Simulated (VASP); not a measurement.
Set up this calculation in VASP 6.6.1, as the native input.

* Task: single point
* Functional: PBE
* Potentials or basis: VASP PAW PBE potentials, release 64 (Ti_sv, C)
* Cutoff: 520 eV
* k mesh: 16 × 16 × 16
* Occupations: fermi-dirac, width 0.03 eV
* Spin: no spin polarisation
* Dipole correction: no
* Further INCAR settings: ALGO = Normal; EDIFF = 1e-07; NBANDS = 15

The structure of TiC lies in POSCAR:

```
TiC
1.0
    0.0649200000      2.1964600000      2.1964600000
    2.1964600000      0.0649200000      2.1964600000
    2.1964600000      2.1964600000      0.0649200000
Ti C
1 1
Direct
    0.0000000000      0.0000000000      0.0000000000
    0.5000000000      0.5000000000      0.5000000000
```

This cell differs from its parent crystal: equal xy, yz and zx shear strains of +3 %.

The input as run:

INCAR

```
SYSTEM = TiC
PREC = Accurate
ENCUT = 520
EDIFF = 1E-7
ISMEAR = -1
SIGMA = 0.03
LREAL = .FALSE.
LASPH = .TRUE.
NELM = 100
ALGO = Normal
ISIF = 2
LWAVE = .FALSE.
LCHARG = .TRUE.
GGA = PE
LELF = .TRUE.
LVHAR = .TRUE.
NBANDS = 15
```

KPOINTS

```
Automatic mesh
0
G
  16 16 16
  0 0 0
```

Potentials or basis: VASP PAW PBE potentials, release 64 (Ti_sv, C).

Launch:

```sh
$ cat potpaw_PBE.64/Ti_sv/POTCAR potpaw_PBE.64/C/POTCAR > POTCAR
$ mpirun -np 1 vasp_std > vasp.out
```

It gave:

```yaml
Pressure: 1.3 GPa
Band_gap_on_the_k_mesh: zero (band 8 reaches 10.27 eV, above the bottom of band 9 at 9.20 eV)
```

Caveat: the cell differs from its parent crystal (equal xy, yz and zx shear strains of +3 %).

Run time: 92 s on 1 thread of Intel(R) Xeon(R) Platinum 8488C (Sapphire Rapids) (shared host), peak memory 0.24 GiB.
